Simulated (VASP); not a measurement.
# Tl2H3 (R-3m) in VASP: a series of runs, part 2 of 2

VASP 6.6.1. Earlier steps stand in the parts before.

### Step 4. Single point, PBE

This run uses another cell than the first one, of 16.93 Å³/atom.

The input, INCAR:

```
SYSTEM = Tl2H3
ALGO = Normal
EDIFF = 1E-6
ENCUT = 520
GGA = PE
ISIF = 2
ISMEAR = 0
LASPH = .TRUE.
LCHARG = .TRUE.
LELF = .TRUE.
LREAL = .FALSE.
LVHAR = .TRUE.
LWAVE = .FALSE.
NBANDS = 22
NELM = 100
PREC = Accurate
SIGMA = 0.1
```

The input, KPOINTS:

```
k-points
0
G
  6 6 6
  0 0 0
```

The input, POSCAR:

```
Tl2H3
1.0
    1.8866472975      1.0892563251      6.8666281784
   -1.8866472975      1.0892563251      6.8666281784
    0.0000000000     -2.1785126501      6.8666281784
Tl H
2 3
Direct
    0.4092600958      0.4092600958      0.4092600958
    0.5907399042      0.5907399042      0.5907399042
    0.0000000000      0.0000000000      0.0000000000
    0.2348597644      0.2348597644      0.2348597644
    0.7651402356      0.7651402356      0.7651402356
```

Potentials or basis: VASP PAW PBE potentials, release 64 (Tl_d, H).

Started as:

```sh
> cat potpaw_PBE.64/Tl_d/POTCAR potpaw_PBE.64/H/POTCAR > POTCAR
> mpirun -np 1 vasp_std > vasp.out
```

OUTCAR:

```text
SYSTEM = Tl2H3
   EDIFF = 1E-6
   ENCUT = 520
   GGA = PE
   ISIF = 2
   ISMEAR = 0
   LASPH = .TRUE.
   LREAL = .FALSE.
   NELM = 100
   PREC = Accurate

 ion  position               nearest neighbor table
   1  0.409  0.409  0.409-   5 2.23   5 2.23   5 2.23   2 3.74   2 3.81   2 3.81   2 3.81
   2  0.591  0.591  0.591-   4 2.23   4 2.23   4 2.23   1 3.74   1 3.81   1 3.81   1 3.81
   3  0.000  0.000  0.000-
   4  0.235  0.235  0.235-   2 2.23   2 2.23   2 2.23
   5  0.765  0.765  0.765-   1 2.23   1 2.23   1 2.23

  LATTYP: Found a trigonal (rhomboedric) cell.
 ALAT       =     7.2039225362
 COS(alpha) =     0.8628255073

  Lattice vectors:

 A1 = (   1.8866472975,   1.0892563251,   6.8666281784)
 A2 = (  -1.8866472975,   1.0892563251,   6.8666281784)
 A3 = (   0.0000000000,  -2.1785126501,   6.8666281784)

Analysis of symmetry for initial positions (statically):
=====================================================================
 Subroutine PRICEL returns:
[... 177 lines left out ...]

 E-fermi :   3.4066     XC(G=0):  -8.9641

 val. band max:        3.4020457291   @ k =   0.3333   0.1667   0.0000
 cond. band min:       3.6025556897   @ k =   0.5000   0.3333   0.1667
 fundamental gap:      0.2005099607
 Fermi energy:         3.4065617386

 k-point     1 :       0.0000    0.0000    0.0000
  band No.  band energies     occupation
      1      -7.8168      2.00000
      2      -7.7922      2.00000
      3      -7.5909      2.00000
      4      -7.5909      2.00000
      5      -7.5830      2.00000
      6      -7.5830      2.00000
[... 589 lines left out ...]
     21      10.9835      0.00000
     22      12.3264      0.00000

 [... further k-points ...]

------------------------ aborting loop because EDIFF is reached ----------------------------------------

  FORCE on cell =-STRESS in cart. coord.  units (eV):
  Direction    XX          YY          ZZ          XY          YZ          ZX
  --------------------------------------------------------------------------------------
  -------------------------------------------------------------------------------------
  Total        0.0751777      0.0751777     -0.0988519      0.0000000     -0.0000000      0.0000000
  in kB        1.4226042      1.4226042     -1.8705956      0.0000000     -0.0000000      0.0000000
  external PRESSURE =       0.3248709 kB  Pullay stress =       0.0000000 kB

 VOLUME and BASIS-vectors are now :
 -----------------------------------------------------------------------------
  energy-cutoff  :      520.00
  volume of cell :       84.67
      direct lattice vectors                 reciprocal lattice vectors
     1.886647297  1.089256325  6.866628178     0.265020389  0.153009593  0.048543961
    -1.886647297  1.089256325  6.866628178    -0.265020389  0.153009593  0.048543961
     0.000000000 -2.178512650  6.866628178     0.000000000 -0.306019185  0.048543961

 POSITION                                       TOTAL-FORCE (eV/Angst)
 -----------------------------------------------------------------------------------
      0.00000      0.00000      8.43071        -0.000000     -0.000000     -0.015986
      0.00000      0.00000     12.16917        -0.000000      0.000000      0.015986
      0.00000      0.00000      0.00000         0.000000      0.000000     -0.000000
      0.00000      0.00000      4.83808        -0.000000     -0.000000     -0.004660
      0.00000      0.00000     15.76180        -0.000000      0.000000      0.004660
 -----------------------------------------------------------------------------------
    total drift:                               -0.000000     -0.000000      0.000000

  FREE ENERGIE OF THE ION-ELECTRON SYSTEM (eV)
  ---------------------------------------------------
  free  energy   TOTEN  =       -12.0292983946 eV

  energy  without entropy=      -12.0255469579  energy(sigma->0) =      -12.02742268
```

It took 4.2 min on 1 thread of Oxide Virtual Turin-like, shared host; peak memory 0.35 GiB.

Results:

- Free energy: -12.0293 eV
- Pressure: 0.0 GPa
- Largest force: 0.016 eV/Å
- Band gap on the k mesh: zero (an odd number of electrons rules out a gap without spin polarisation)

Forces on the atoms (eV/Å):
```
Tl   0.000  0.000 -0.016
Tl   0.000  0.000  0.016
H    0.000  0.000  0.000
H    0.000  0.000 -0.005
H    0.000  0.000  0.005
```

Stress tensor (GPa, compression positive):
```
 0.14  0.00  0.00
 0.00  0.14  0.00
 0.00  0.00 -0.19
```

Caveat: spin-orbit coupling is left out, which moves the levels of the heavy elements.

### Step 5. Single point, PBE

This run uses another cell than the first one, of 17.14 Å³/atom.

The input, INCAR:

```
SYSTEM = Tl2H3
PREC     = Accurate       ! precision mode
ENCUT    = 520            ! plane-wave cutoff, eV
EDIFF    = 1E-6           ! SCF threshold, eV
ISMEAR   = 0              ! smearing method
SIGMA    = 0.1            ! smearing width, eV
LREAL    = .FALSE.        ! projectors in reciprocal space
LASPH    = .TRUE.         ! aspherical terms in the spheres
NELM     = 60             ! most SCF steps
ALGO     = Normal         ! electronic algorithm
ISIF     = 2              ! what is computed and relaxed
LWAVE    = .FALSE.        ! write WAVECAR
LCHARG   = .FALSE.        ! write CHGCAR
GGA      = PE             ! functional
NBANDS   = 22             ! bands
```

The input, KPOINTS:

```
Automatic mesh
0
G
  12 12 12
  0 0 0
```

The input, POSCAR:

```
Tl2H3
1.0
    1.8873002484      1.0896333065      6.9443492127
   -1.8873002484      1.0896333065      6.9443492127
    0.0000000000     -2.1792666129      6.9443492127
Tl H
2 3
Direct
    0.4080479006      0.4080479006      0.4080479006
    0.5919520994      0.5919520994      0.5919520994
    0.0000000000      0.0000000000      0.0000000000
    0.2349753699      0.2349753699      0.2349753699
    0.7650246301      0.7650246301      0.7650246301
```

Started as:

```sh
> cat potpaw_PBE.64/Tl_d/POTCAR potpaw_PBE.64/H/POTCAR > POTCAR
> mpirun -np 1 vasp_std > vasp.out
```

Run time: 21 min. Hardware: 1 thread of Oxide Virtual Turin-like, shared host; peak memory 0.55 GiB.

Results (log left out):

| Item | Value |
| --- | --- |
| Free energy | -12.0424 eV |
| Pressure | -0.1 GPa |
| Band gap on the k mesh | zero (an odd number of electrons rules out a gap without spin polarisation) |

Levels at points of the mesh, in eV from the Fermi level:
| k point | band 11 | band 12 | band 13 | band 14 | band 15 | band 16 | band 17 | band 18 | band 19 | band 20 |
| --- | --- | --- | --- | --- | --- | --- | --- | --- | --- | --- |
| (0.00, 0.00, 0.00) | -9.26 | -7.24 | -3.70 | 2.14 | 2.84 | 3.78 | 6.42 | 6.95 | 6.95 | 7.00 |
| (0.50, 0.00, 0.00) | -5.88 | -4.84 | -4.63 | -2.84 | -0.32 | 0.64 | 3.84 | 4.66 | 4.92 | 4.92 |
| (0.50, 0.50, 0.00) | -5.57 | -5.31 | -4.47 | -3.18 | -0.30 | 2.41 | 3.16 | 3.40 | 5.43 | 5.90 |
| (0.50, 0.50, 0.50) | -8.86 | -8.08 | -2.54 | 1.08 | 3.23 | 3.85 | 4.76 | 6.44 | 6.44 | 7.61 |

Caveat: spin-orbit coupling is left out, which moves the levels of the heavy elements.

### Step 6. The runs side by side

| task | cell | k mesh | cutoff (eV) | gap on the mesh (eV) | pressure (GPa) | largest force (eV/Å) |
| --- | --- | --- | --- | --- | --- | --- |
| relaxation of cell and atoms | relaxed from a = 8.072 Å, angles 24.2°, 5 atoms, atomic positions A | 6 × 6 × 6 | 600 | none | 0.3 | 0.01 |
| single point | a = 8.072 Å, angles 24.2°, 5 atoms, atomic positions A | 6 × 6 × 6 | 520 | none | 3.8 | 1.02 |
| single point | a = 7.204 Å, angles 30.4°, 5 atoms, atomic positions B | 6 × 6 × 6 | 520 | none | 0.0 | 0.02 |
| single point | a = 7.278 Å, angles 30.1°, 5 atoms, atomic positions C | 12 × 12 × 12 | 520 | none | -0.1 | - |

Alike in all rows: level PBE; potentials or basis VASP PAW PBE potentials, release 64 (Tl_d, H); no spin polarisation; smearing gaussian 0.1 eV.

Caveats: some runs use coarse meshes; spin-orbit coupling is left out, which moves the levels of the heavy elements; forces of over 1 eV/Å act on the atoms, so gaps and moduli don't describe the material at rest (at least some runs).

Absolute energies hang on the potentials; compare differences alone.
